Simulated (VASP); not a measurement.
# Sr (Im-3m) in VASP: notebook, part 2 of 2

VASP 6.6.1.

## (4) Single point, PBE (volume scaled by 0.88)

INCAR

```
  PREC = Accurate
  ENCUT = 520
  EDIFF = 1E-6
  ISMEAR = -1
  SIGMA = 0.05
  LREAL = False
  LASPH = True
  NELM = 80
  ALGO = Normal
  ISIF = 2
  LWAVE = False
  LCHARG = False
  GGA = PE
  NBANDS = 11
```

KPOINTS

```
Automatic mesh
0
Gamma
  11 11 11
```

POSCAR

```
Sr
1.0
   -2.2823032488      2.2823032488      2.2823032488
    2.2823032488     -2.2823032488      2.2823032488
    2.2823032488      2.2823032488     -2.2823032488
Sr
1
Direct
    0.0000000000      0.0000000000      0.0000000000
```

Potentials or basis: VASP PAW PBE potentials, release 64 (Sr_sv).

On the command line:

```bash
$ cat potpaw_PBE.64/Sr_sv/POTCAR > POTCAR
$ mpirun -np 1 vasp_std > vasp.out
```

OUTCAR:

```text
PREC = Accurate
   ENCUT = 520
   EDIFF = 1E-6
   ISMEAR = -1
   LREAL = False
   LASPH = True
   NELM = 80
   ISIF = 2
   GGA = PE

 ion  position               nearest neighbor table
   1  0.000  0.000  0.000-

  LATTYP: Found a body centered cubic cell.
 ALAT       =     4.5646064976

  Lattice vectors:

 A1 = (  -2.2823032488,   2.2823032488,   2.2823032488)
 A2 = (   2.2823032488,  -2.2823032488,   2.2823032488)
 A3 = (   2.2823032488,   2.2823032488,  -2.2823032488)

Analysis of symmetry for initial positions (statically):
=====================================================================
 Subroutine PRICEL returns:
 Original cell was already a primitive cell.

 Routine SETGRP: Setting up the symmetry group for a
 body centered cubic supercell.

 Subroutine GETGRP returns: Found 48 space group operations
 (whereof 48 operations were pure point group operations)
 out of a pool of 48 trial point group operations.

The static configuration has the point symmetry O_h .

Analysis of symmetry for dynamics (positions and initial velocities):
=====================================================================
 Subroutine PRICEL returns:
 Original cell was already a primitive cell.

 Routine SETGRP: Setting up the symmetry group for a
 body centered cubic supercell.

 Subroutine GETGRP returns: Found 48 space group operations
 (whereof 48 operations were pure point group operations)
 out of a pool of 48 trial point group operations.

The dynamic configuration has the point symmetry O_h .

 Subroutine INISYM returns: Found 48 space group operations
 (whereof 48 operations are pure point group operations),
 and found     1 'primitive' translations

----------------------------------------------------------------------------------------

                                     Primitive cell

  volume of cell :      47.5532

  direct lattice vectors                    reciprocal lattice vectors
    -2.282303249  2.282303249  2.282303249     0.000000000  0.219076935  0.219076935
     2.282303249 -2.282303249  2.282303249     0.219076935  0.000000000  0.219076935
     2.282303249  2.282303249 -2.282303249     0.219076935  0.219076935  0.000000000

  length of vectors
     3.953065185  3.953065185  3.953065185     0.309821572  0.309821572  0.309821572

  position of ions in fractional coordinates (direct lattice)
     0.000000000  0.000000000  0.000000000

  ion indices of the primitive-cell ions
   primitive index   ion index
                 1           1

----------------------------------------------------------------------------------------

 KPOINTS: Automatic mesh

Automatic generation of k-mesh.
 Grid dimensions read from file:
 generate k-points for:   11   11   11

 Generating k-lattice:

  Cartesian coordinates                     Fractional coordinates (reciprocal lattice)
     0.000000000  0.019916085  0.019916085     0.090909091  0.000000000  0.000000000
     0.019916085  0.000000000  0.019916085     0.000000000  0.090909091  0.000000000
     0.019916085  0.019916085  0.000000000     0.000000000  0.000000000  0.090909091

  Length of vectors
     0.028165597  0.028165597  0.028165597

  Shift w.r.t. Gamma in fractional coordinates (k-lattice)
     0.000000000  0.000000000  0.000000000

 Subroutine IBZKPT returns following result:
 ===========================================

 Found     56 irreducible k-points:

 Following reciprocal coordinates:
            Coordinates               Weight
  0.000000  0.000000  0.000000      1.000000
  0.090909  0.000000  0.000000     12.000000
  0.181818  0.000000  0.000000     12.000000
  0.272727  0.000000  0.000000     12.000000
  0.363636  0.000000  0.000000     12.000000
  0.454545  0.000000  0.000000     12.000000
[... 16 lines left out ...]
  0.272727  0.181818  0.090909     48.000000
  0.363636  0.181818  0.090909     24.000000
 [... further k-points ...]
   k-points           NKPTS =     56   k-points in BZ     NKDIM =     56   number of bands    NBANDS=     11
   number of dos      NEDOS =    301   number of ions     NIONS =      1
   total plane-waves  NPLWV =  27000
   dimension x,y,z NGX =    30 NGY =   30 NGZ =   30
   dimension x,y,z NGXF=    60 NGYF=   60 NGZF=   60
   ions per type =               1
   NGX,Y,Z   is equivalent  to a cutoff of  12.62, 12.62, 12.62 a.u.
   NGXF,Y,Z  is equivalent  to a cutoff of  25.23, 25.23, 25.23 a.u.
 SYSTEM =  unknown system
   PREC   = accura    normal or accurate (medium, high low for compatibility)
   ISTART =      0    job   : 0-new  1-cont  2-samecut
   ICHARG =      2    charge: 1-file 2-atom 10-const
   ISPIN  =      1    spin polarized calculation?
   LNONCOLLINEAR =      F non collinear calculations
   LSORBIT =      F    spin-orbit coupling
   LASPH  =      T    aspherical Exc in radial PAW
   ENCUT  =  520.0 eV  38.22 Ry    6.18 a.u.   7.35  7.35  7.35*2*pi/ulx,y,z
   NELM   =     80;   NELMIN=  2; NELMDL= -5     # of ELM steps
   EDIFF  = 0.1E-05   stopping-criterion for ELM
   LREAL  =      F    real-space projection
   EDIFFG = 0.1E-04   stopping-criterion for IOM
   NSW    =      0    number of steps for IOM
   IBRION =     -1    ionic relax: 0-MD 1-quasi-New 2-CG
   NFREE  =      0    steps in history (QN), initial steepest desc. (CG)
   ISIF   =      2    stress and relaxation
   ISYM   =      2    0-nonsym 1-usesym 2-fastsym
   POTIM  = 0.5000    time-step for ionic-motion
   TEBEG  =    0.0;   TEEND  =   0.0 temperature during run
   PSTRESS=    0.0 pullay stress
   NELECT =      10.0000    total number of electrons
   NUPDOWN=      -1.0000    fix difference up-down
   EMIN   =  10.00;   EMAX   =-10.00  energy-range for DOS
   EFERMI =   0.00;   METHOD = LEGACY
   ISMEAR =    -1;   SIGMA  =   0.05  broadening in eV -4-tet -1-fermi 0-gaus
   EFERMI_NEDOS =   21; number of points for ismear=-14 and -15
   IALGO  =     38    algorithm
   IMIX   =      4    mixing-type and parameters
     AMIX     =   0.40;   BMIX     =  1.00
     AMIX_MAG =   1.60;   BMIX_MAG =  1.00
  volume/ion in A,a.u.               =      47.55       320.91
  Fermi-wavevector in a.u.,A,eV,Ry     =   0.973527  1.839700 12.894996  0.947755
  Thomas-Fermi vector in A             =   2.103914
   LORBIT       =      0    0 simple, 1 ext, 2 COOP (PROOUT), +10 PAW based schemes
   GGA     = PE    functional components
   LHFCALC =     F    Hartree Fock is set to
   AEXX    =    0.0000 exact exchange contribution
   IVDW    =     0    specifies the selected vdW correction
   LEPSILON=     F    determine dielectric tensor
   LRPA    =     F    only Hartree local field effects (RPA)
 non-spin polarized calculation
  energy-cutoff  :      520.00
  volume of cell :       47.55
 maximum number of plane-waves:      1298
 NGX is ok and might be reduce to    30
   NGX = 15   NGY = 15   NGZ = 15

 number of electron      10.0000000 magnetization

 Free energy of the ion-electron system (eV)
  ---------------------------------------------------
  ext. energy  EPLUGINS =         0.00000000
  ---------------------------------------------------
  free energy    TOTEN  =        -1.60153937 eV

  energy without entropy =       -1.59221504  energy(sigma->0) =       -1.59687720

 E-fermi :   2.0495     XC(G=0):  -7.8024

 val. band max:        2.0337543588   @ k =   0.2727   0.2727   0.0909
 cond. band min:       2.1906224762   @ k =  -0.4545   0.4545   0.2727
 fundamental gap:      0.1568681175
 Fermi energy:         2.0495085202

 k-point     1 :       0.0000    0.0000    0.0000
  band No.  band energies     occupation
      1     -34.2285      2.00000
      2     -16.0773      2.00000
      3     -16.0773      2.00000
      4     -16.0773      2.00000
      5      -1.7437      2.00000
      6       4.6604      0.00000
      7       4.6604      0.00000
      8       4.6604      0.00000
      9       6.1602      0.00000
     10       6.1602      0.00000
     11      10.7440      0.00000

 k-point     2 :       0.0909    0.0000    0.0000
  band No.  band energies     occupation
      1     -34.2261      2.00000
      2     -16.1045      2.00000
      3     -16.0858      2.00000
      4     -16.0774      2.00000
      5      -1.5813      2.00000
      6       4.5133      0.00000
      7       4.5548      0.00000
      8       4.8216      0.00000
      9       5.9475      0.00000
     10       6.1495      0.00000
     11      10.9219      0.00000
[... 295 lines left out ...]
 k-point    24 :       0.3636    0.1818    0.0909
  band No.  band energies     occupation
      1     -34.1972      2.00000
      2     -16.3455      2.00000
      3     -16.2240      2.00000
      4     -16.1291      2.00000
      5       1.7464      1.99535
      6       2.4678      0.00047
      7       2.8653      0.00000
      8       6.3060      0.00000
      9       6.7973      0.00000
     10       7.2933      0.00000
     11       8.7869      0.00000

 [... further k-points ...]
[... 5 lines left out ...]
  --------------------------------------------------------------------------------------
  -------------------------------------------------------------------------------------
  Total        0.5536885      0.5536885      0.5536885      0.0000000     -0.0000000      0.0000000
  in kB       18.6550353     18.6550353     18.6550353      0.0000000     -0.0000000      0.0000000
  external PRESSURE =      18.6550353 kB  Pullay stress =       0.0000000 kB

 VOLUME and BASIS-vectors are now :
 -----------------------------------------------------------------------------
  energy-cutoff  :      520.00
  volume of cell :       47.55
      direct lattice vectors                 reciprocal lattice vectors
    -2.282303249  2.282303249  2.282303249     0.000000000  0.219076935  0.219076935
     2.282303249 -2.282303249  2.282303249     0.219076935  0.000000000  0.219076935
     2.282303249  2.282303249 -2.282303249     0.219076935  0.219076935  0.000000000

 POSITION                                       TOTAL-FORCE (eV/Angst)
 -----------------------------------------------------------------------------------
      0.00000      0.00000      0.00000        -0.000000      0.000000     -0.000000
 -----------------------------------------------------------------------------------
    total drift:                               -0.000000     -0.000000      0.000000

  FREE ENERGIE OF THE ION-ELECTRON SYSTEM (eV)
  ---------------------------------------------------
  free  energy   TOTEN  =        -1.6015393722 eV

  energy  without entropy=       -1.5922150362  energy(sigma->0) =       -1.59687720
```

Run time: 20 s. Hardware: 1 thread of AMD EPYC 7R43 (Zen 3), shared host; peak memory 0.14 GiB.

What came out:

```
Free energy            : -1.6015 eV
Pressure               : 1.9 GPa
Band gap on the k mesh : zero (band 5 reaches 2.48 eV, above the bottom of band 6 at 1.81 eV)
```

Levels at points of the mesh, in eV from the Fermi level:
| k point | band 2 | band 3 | band 4 | band 5 | band 6 | band 7 | band 8 | band 9 |
| --- | --- | --- | --- | --- | --- | --- | --- | --- |
| (0.00, 0.00, 0.00) | -18.13 | -18.13 | -18.13 | -3.79 | 2.61 | 2.61 | 2.61 | 4.11 |

## (5) Summary

| cell | gap on the mesh (eV) | pressure (GPa) |
| --- | --- | --- |
| a = 3.628 Å, angles 109.5°, 1 atom | none | 8.4 |
| a = 3.797 Å, angles 109.5°, 1 atom | none | 4.4 |
| a = 3.953 Å, angles 109.5°, 1 atom | none | 1.9 |

Alike in all rows: task single point; level PBE; potentials or basis VASP PAW PBE potentials, release 64 (Sr_sv); no spin polarisation; k mesh 11 × 11 × 11; cutoff (eV) 520; smearing fermi-dirac 0.05 eV.

Total energies depend on the potentials used, so only differences within one code and one set of settings carry meaning.
